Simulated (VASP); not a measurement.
Set up this calculation in VASP 6.6.1, as the native input.

- Task: single point
- Functional: r2SCAN
- Potentials or basis: VASP PAW PBE potentials, release 64 (Zn, Cd, Se)
- Cutoff: 520 eV
- k mesh: 8 × 8 × 2
- Occupations: gaussian, width 0.02 eV
- Spin: no spin polarisation
- Dipole correction: no
- Further INCAR settings: ALGO = Normal; EDIFF = 1e-06; NBANDS = 66

Zn5CdSe6:

```
CELL_PARAMETERS angstrom
4.09733 0.00000 0.00000
0.00000 4.09733 0.00000
0.00000 0.00000 17.51685
ATOMIC_POSITIONS crystal
Zn 0.00000 0.00000 0.83835
Zn 0.50000 0.50000 0.00000
Zn 0.00000 0.00000 0.16165
Zn 0.50000 0.50000 0.32339
Zn 0.50000 0.50000 0.67661
Cd 0.00000 0.00000 0.50000
Se 0.50000 0.00000 0.91918
Se 0.00000 0.50000 0.08082
Se 0.50000 0.00000 0.24248
Se 0.00000 0.50000 0.40365
Se 0.50000 0.00000 0.59635
Se 0.00000 0.50000 0.75752
```

One way to write it, as run:

POSCAR

```
Zn5CdSe6
1.0
    4.0973309000      0.0000000000      0.0000000000
    0.0000000000      4.0973309000      0.0000000000
    0.0000000000      0.0000000000     17.5168485000
Zn Cd Se
5 1 6
Direct
    0.0000000000      0.0000000000      0.8383510000
    0.5000000000      0.5000000000      0.0000000000
    0.0000000000      0.0000000000      0.1616490000
    0.5000000000      0.5000000000      0.3233950000
    0.5000000000      0.5000000000      0.6766050000
    0.0000000000      0.0000000000      0.5000000000
    0.5000000000      0.0000000000      0.9191830000
    0.0000000000      0.5000000000      0.0808170000
    0.5000000000      0.0000000000      0.2424760000
    0.0000000000      0.5000000000      0.4036520000
    0.5000000000      0.0000000000      0.5963480000
    0.0000000000      0.5000000000      0.7575240000
```

INCAR.step1

```
SYSTEM = Zn5CdSe6
ALGO = Normal
EDIFF = 1E-4
ENCUT = 520
GGA = PE
ISMEAR = 0
LASPH = .True.
LCHARG = .False.
LREAL = .False.
LWAVE = .True.
NBANDS = 66
NELM = 60
PREC = Accurate
SIGMA = 0.02
```

INCAR.step2

```
SYSTEM = Zn5CdSe6
ALGO = Normal
EDIFF = 1E-6
ENCUT = 520
ISIF = 2
ISMEAR = 0
ISTART = 1
LASPH = .True.
LCHARG = .False.
LMIXTAU = .True.
LREAL = .False.
LWAVE = .False.
METAGGA = R2SCAN
NBANDS = 66
NELM = 60
PREC = Accurate
SIGMA = 0.02
```

KPOINTS

```
k-points
0
Gamma
  8 8 2
  0 0 0
```

Potentials or basis: VASP PAW PBE potentials, release 64 (Zn, Cd, Se).

Run with:

```bash
$ cat potpaw_PBE.64/Zn/POTCAR potpaw_PBE.64/Cd/POTCAR potpaw_PBE.64/Se/POTCAR > POTCAR
$ cp INCAR.step1 INCAR
$ mpirun -np 1 vasp_std > vasp.out
$ cp INCAR.step2 INCAR
$ mpirun -np 1 vasp_std > vasp.out
```

It gave:

```yaml
Pressure: -1.9 GPa
Largest_force: 0.052 eV/Å
Band_gap_on_the_k_mesh: 1.50 eV
```

Caveat: the PAW data sets were made with another functional, which shifts forces and pressure a little.

Wall time 31 min on 1 thread of Oxide Virtual Turin-like Processor, with other jobs on the host, peak memory 0.65 GiB.
